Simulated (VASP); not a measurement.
# AlN (Cm) in VASP: notebook

The runs below take AlN through single point, with r2SCAN.

Everything below comes from runs of VASP 6.6.1. Logs are shortened: lines on timing, memory, paths and dates and some standing lists are left out, and cuts for length are marked.

**1. The cell of the first run**

The structure is monoclinic, space group Cm (No. 8). The conventional cell has a = 5.388 Å, b = 3.111 Å, c = 4.978 Å, α = 90.00°, β = 90.00°, γ = 90.00°. Within 2.5 Å of Al (site symmetry m) lie 4 N at 1.89 to 1.94 Å. Within 2.3 Å of Al (site symmetry m) lie 4 N at 1.76 to 2.17 Å. N (site symmetry m) has 4 Al at 1.76 to 2.17 Å within 2.3 Å. Within 2.5 Å of N (site symmetry m) lie 4 Al at 1.89 to 1.92 Å.

**2. Single point, r2SCAN (atom 3 (N) moved by (+0.000, -0.300) A along x and y)**

File POSCAR:

```
AlN
1.0
    3.1110021516      0.0000000000      0.0000000000
   -1.5555010758      2.6942068945      0.0000000000
    0.0000000000      0.0000000000      4.9780000000
Al N
2 2
Direct
    0.3333333333      0.6666666667      0.0000000000
    0.6666666667      0.3333333333      0.5000000000
    0.2776583218      0.5553166435      0.3850000000
    0.6666666667      0.3333333333      0.8850000000
```

File INCAR.step1:

```
SYSTEM = AlN
  PREC = Accurate
  ENCUT = 520
  ISMEAR = 0
  SIGMA = 0.05
  LREAL = .False.
  LASPH = .True.
  NELM = 100
  NBANDS = 16
  GGA = PE
  ALGO = Normal
  EDIFF = 1E-4
  LWAVE = .True.
  LCHARG = .False.
```

File INCAR.step2:

```
SYSTEM = AlN
  PREC = Accurate
  ENCUT = 520
  EDIFF = 1E-6
  ISMEAR = 0
  SIGMA = 0.05
  LREAL = .False.
  LASPH = .True.
  NELM = 100
  ALGO = Normal
  ISIF = 2
  LWAVE = .False.
  LCHARG = .False.
  METAGGA = R2SCAN
  LMIXTAU = .True.
  NBANDS = 16
  ISTART = 1
```

File KPOINTS:

```
regular mesh
0
Gamma
  12 12 6
  0 0 0
```

Potentials or basis: VASP PAW PBE potentials, release 64 (Al, N).

Launch:

```
$ cat potpaw_PBE.64/Al/POTCAR potpaw_PBE.64/N/POTCAR > POTCAR
$ cp INCAR.step1 INCAR
$ mpirun -np 1 vasp_std > vasp.out
$ cp INCAR.step2 INCAR
$ mpirun -np 1 vasp_std > vasp.out
```

OUTCAR:

```text
SYSTEM = AlN
   PREC = Accurate
   ENCUT = 520
   EDIFF = 1E-6
   ISMEAR = 0
   LREAL = .False.
   LASPH = .True.
   NELM = 100
   ISIF = 2
   METAGGA = R2SCAN
   ISTART = 1

 ion  position               nearest neighbor table
   1  0.333  0.667  0.000-   4 1.89   4 1.89   4 1.89   3 1.94   2 3.07   2 3.07   2 3.07   2 3.07
                             2 3.07   2 3.07
   2  0.667  0.333  0.500-   3 1.76   3 1.76   4 1.92   3 2.17   1 3.07   1 3.07   1 3.07   1 3.07
                             1 3.07   1 3.07
   3  0.278  0.555  0.385-   2 1.76   2 1.76   1 1.94   2 2.17
   4  0.667  0.333  0.885-   1 1.89   1 1.89   1 1.89   2 1.92

  LATTYP: Found a hexagonal cell.
 ALAT       =     3.1110021516
 C/A-ratio  =     1.6001274694

  Lattice vectors:

 A1 = (   3.1110021516,   0.0000000000,   0.0000000000)
 A2 = (  -1.5555010758,   2.6942068945,   0.0000000000)
 A3 = (   0.0000000000,   0.0000000000,   4.9780000000)

Analysis of symmetry for initial positions (statically):
=====================================================================
 Subroutine PRICEL returns:
 Original cell was already a primitive cell.

 Routine SETGRP: Setting up the symmetry group for a
 hexagonal supercell.

 Subroutine GETGRP returns: Found  2 space group operations
 (whereof  2 operations were pure point group operations)
 out of a pool of 24 trial point group operations.

The static configuration has the point symmetry C_1h.

Analysis of symmetry for dynamics (positions and initial velocities):
=====================================================================
 Subroutine PRICEL returns:
 Original cell was already a primitive cell.

 Routine SETGRP: Setting up the symmetry group for a
 hexagonal supercell.

 Subroutine GETGRP returns: Found  2 space group operations
 (whereof  2 operations were pure point group operations)
 out of a pool of 24 trial point group operations.

The dynamic configuration has the point symmetry C_1h.

 Subroutine INISYM returns: Found  2 space group operations
 (whereof  2 operations are pure point group operations),
 and found     1 'primitive' translations

----------------------------------------------------------------------------------------

                                     Primitive cell

  volume of cell :      41.7240

  direct lattice vectors                    reciprocal lattice vectors
     3.111002152  0.000000000  0.000000000     0.321439829  0.185583372  0.000000000
    -1.555501076  2.694206895  0.000000000     0.000000000  0.371166744  0.000000000
     0.000000000  0.000000000  4.978000000     0.000000000  0.000000000  0.200883889

[... 92 lines left out ...]
   NFREE  =      0    steps in history (QN), initial steepest desc. (CG)
   ISIF   =      2    stress and relaxation
   ISYM   =      2    0-nonsym 1-usesym 2-fastsym
   POTIM  = 0.5000    time-step for ionic-motion
   TEBEG  =    0.0;   TEEND  =   0.0 temperature during run
   PSTRESS=    0.0 pullay stress
   NELECT =      16.0000    total number of electrons
   NUPDOWN=      -1.0000    fix difference up-down
   EMIN   =  10.00;   EMAX   =-10.00  energy-range for DOS
   EFERMI =   0.00;   METHOD = LEGACY
   ISMEAR =     0;   SIGMA  =   0.05  broadening in eV -4-tet -1-fermi 0-gaus
   EFERMI_NEDOS =   21; number of points for ismear=-14 and -15
   IALGO  =     38    algorithm
   IMIX   =      4    mixing-type and parameters
     AMIX     =   0.40;   BMIX     =  1.00
     AMIX_MAG =   1.60;   BMIX_MAG =  1.00
  volume/ion in A,a.u.               =      10.43        70.39
  Fermi-wavevector in a.u.,A,eV,Ry     =   1.189377  2.247596 19.247033  1.414617
  Thomas-Fermi vector in A             =   2.325485
   LORBIT       =      0    0 simple, 1 ext, 2 COOP (PROOUT), +10 PAW based schemes
   METAGGA = R2SCAN    functional components
   LHFCALC =     F    Hartree Fock is set to
   AEXX    =    0.0000 exact exchange contribution
   IVDW    =     0    specifies the selected vdW correction
   LEPSILON=     F    determine dielectric tensor
   LRPA    =     F    only Hartree local field effects (RPA)
 non-spin polarized calculation
 Gauss-broadening in eV      SIGMA  =   0.05
  energy-cutoff  :      520.00
  volume of cell :       41.72
 maximum number of plane-waves:      1152
   NGX = 11   NGY = 11   NGZ = 19

 number of electron      16.0000000 magnetization

 Free energy of the ion-electron system (eV)
  ---------------------------------------------------
  ext. energy  EPLUGINS =         0.00000000
  ---------------------------------------------------
  free energy    TOTEN  =       -37.89621291 eV

  energy without entropy =      -37.89621291  energy(sigma->0) =      -37.89621291

 E-fermi :   6.4960     XC(G=0): -11.4017

 val. band max:        6.2329831322   @ k =   0.0000   0.0000   0.0000
 cond. band min:      10.6230472101   @ k =   0.0000   0.0000   0.0000
 fundamental gap:      4.3900640778
 Fermi energy:         6.4959948798

 k-point     1 :       0.0000    0.0000    0.0000
  band No.  band energies     occupation
      1     -10.0848      2.00000
      2      -7.9661      2.00000
      3      -0.1447      2.00000
      4       4.4729      2.00000
      5       5.2310      2.00000
      6       5.5833      2.00000
[... 433 lines left out ...]
      3       1.0850      2.00000
      4       1.8627      2.00000
      5       2.0019      2.00000
      6       3.8217      2.00000
[... 8 lines left out ...]
     15      18.9597      0.00000
     16      22.0701      0.00000

 [... further k-points ...]

------------------------ aborting loop because EDIFF is reached ----------------------------------------

  FORCE on cell =-STRESS in cart. coord.  units (eV):
  Direction    XX          YY          ZZ          XY          YZ          ZX
  --------------------------------------------------------------------------------------
  -------------------------------------------------------------------------------------
  Total        4.4992288     -1.5196345     -0.1381606      0.0000000     -0.5297431      0.0000000
  in kB      172.7676858    -58.3530507     -5.3052836      0.0000000    -20.3418171      0.0000000
  external PRESSURE =      36.3697839 kB  Pullay stress =       0.0000000 kB

 VOLUME and BASIS-vectors are now :
 -----------------------------------------------------------------------------
  energy-cutoff  :      520.00
  volume of cell :       41.72
      direct lattice vectors                 reciprocal lattice vectors
     3.111002152  0.000000000  0.000000000     0.321439829  0.185583372  0.000000000
    -1.555501076  2.694206895  0.000000000     0.000000000  0.371166744  0.000000000
     0.000000000  0.000000000  4.978000000     0.000000000  0.000000000  0.200883889

 POSITION                                       TOTAL-FORCE (eV/Angst)
 -----------------------------------------------------------------------------------
     -0.00000      1.79614      0.00000         0.000000     -0.527166      0.347159
      1.55550      0.89807      2.48900        -0.000000     -2.438530      1.172556
      0.00000      1.49614      1.91653        -0.000000      3.129018     -1.291829
      1.55550      0.89807      4.40553        -0.000000     -0.163321     -0.227886
 -----------------------------------------------------------------------------------
    total drift:                               -0.000002      0.000231     -0.002624

  FREE ENERGIE OF THE ION-ELECTRON SYSTEM (eV)
  ---------------------------------------------------
  free  energy   TOTEN  =       -37.8962129098 eV

  energy  without entropy=      -37.8962129098  energy(sigma->0) =      -37.89621291
```

OUTCAR.step1:

```text
SYSTEM = AlN
   PREC = Accurate
   ENCUT = 520
   ISMEAR = 0
   LREAL = .False.
   LASPH = .True.
   NELM = 100
[... 686 lines left out ...]
      1.55550      0.89807      2.48900        -0.000000     -2.385523      1.136392
      0.00000      1.49614      1.91653        -0.000000      2.996838     -1.263940
      1.55550      0.89807      4.40553         0.000000     -0.149998     -0.209579
 -----------------------------------------------------------------------------------
    total drift:                               -0.000000      0.000369     -0.000133

  FREE ENERGIE OF THE ION-ELECTRON SYSTEM (eV)
  ---------------------------------------------------
  free  energy   TOTEN  =       -29.2328077565 eV

  energy  without entropy=      -29.2328077565  energy(sigma->0) =      -29.23280776
```

Run time: 4.6 min. Hardware: 1 thread of Intel Xeon 8259CL, shared host; peak memory 0.27 GiB.

What came out:

```yaml
Free_energy: -37.8962 eV
Pressure: 3.6 GPa
Largest_force: 3.385 eV/Å
Band_gap_on_the_k_mesh: 4.39 eV
```

Forces in eV/Å, atoms in the order of the input:
```
Al   0.000 -0.527  0.347
Al   0.000 -2.439  1.173
N    0.000  3.129 -1.292
N    0.000 -0.163 -0.228
```

Stress tensor (GPa, compression positive):
```
17.28  0.00  0.00
 0.00 -5.84 -2.03
 0.00 -2.03 -0.53
```

Caveat: the cell differs from its parent crystal (atom 3 (N) moved by (+0.000, -0.300) A along x and y); the stress differs along the axes, from -6 to 17 GPa; the PAW data sets were made with another functional, which shifts forces and pressure a little. A k mesh can miss the band edges.

**3. Single point, r2SCAN (atom 3 (N) moved by (+0.000, +0.300) A along x and y)**

Changes to POSCAR since step 2:

```diff
@@ -10,3 +10,3 @@
     0.6666666667      0.3333333333      0.5000000000
-    0.2776583218      0.5553166435      0.3850000000
+    0.3890083449      0.7780166898      0.3850000000
     0.6666666667      0.3333333333      0.8850000000
```

File INCAR.step1:

```
ALGO = Normal
EDIFF = 1E-4
ENCUT = 520
GGA = PE
ISMEAR = 0
LASPH = True
LCHARG = False
LREAL = False
LWAVE = True
NBANDS = 16
NELM = 100
PREC = Accurate
SIGMA = 0.05
```

File INCAR.step2:

```
ALGO = Normal
EDIFF = 1E-7
ENCUT = 520
ISIF = 2
ISMEAR = 0
ISTART = 1
LASPH = True
LCHARG = False
LMIXTAU = True
LREAL = False
LWAVE = False
METAGGA = R2SCAN
NBANDS = 16
NELM = 100
PREC = Accurate
SIGMA = 0.05
```

File KPOINTS:

```
k-points
0
Gamma
  12 12 6
```

Potentials or basis: VASP PAW PBE potentials, release 64 (Al, N).

Launch:

```
$ cat potpaw_PBE.64/Al/POTCAR potpaw_PBE.64/N/POTCAR > POTCAR
$ cp INCAR.step1 INCAR
$ mpirun -np 1 vasp_std > vasp.out
$ cp INCAR.step2 INCAR
$ mpirun -np 1 vasp_std > vasp.out
```

It took 5.7 min on 1 thread of Intel Xeon 8259CL, shared host; peak memory 0.27 GiB.

It converged, with:

| Property | Result |
| --- | --- |
| Free energy | -37.3572 eV |
| Pressure | 7.9 GPa |
| Largest force | 9.097 eV/Å |
| Band gap on the k mesh | 4.60 eV |

Forces on the atoms (eV/Å):
```
Al   0.000  0.515  0.376
Al   0.000  7.916  2.279
N    0.000 -8.771 -2.412
N    0.000  0.341 -0.243
```

Stress tensor (GPa, compression positive):
```
-8.10  0.00  0.00
 0.00 29.95 13.66
 0.00 13.66  1.86
```

Levels at points of the mesh, in eV from the valence-band top:
```
           k point  band 6  band 7  band 8  band 9  band 10  band 11
(0.00, 0.00, 0.00)   -0.55   -0.24    0.00    4.60     7.26    10.93
(0.50, 0.00, 0.00)   -2.34   -1.51   -1.03    5.69     6.63     8.31
(0.00, 0.50, 0.00)   -2.63   -2.17   -0.65    6.01     7.44     9.28
(0.00, 0.00, 0.50)   -0.80   -0.75   -0.27    6.73     6.97    10.85
(0.50, 0.00, 0.50)   -1.78   -1.68   -1.34    5.96     6.05     9.36
(0.00, 0.50, 0.50)   -1.47   -1.25   -1.14    5.45     5.50     9.60
```

Caveat: the cell differs from its parent crystal (atom 3 (N) moved by (+0.000, +0.300) A along x and y); the stress differs along the axes, from -8 to 30 GPa; the PAW data sets were made with another functional, which shifts forces and pressure a little.
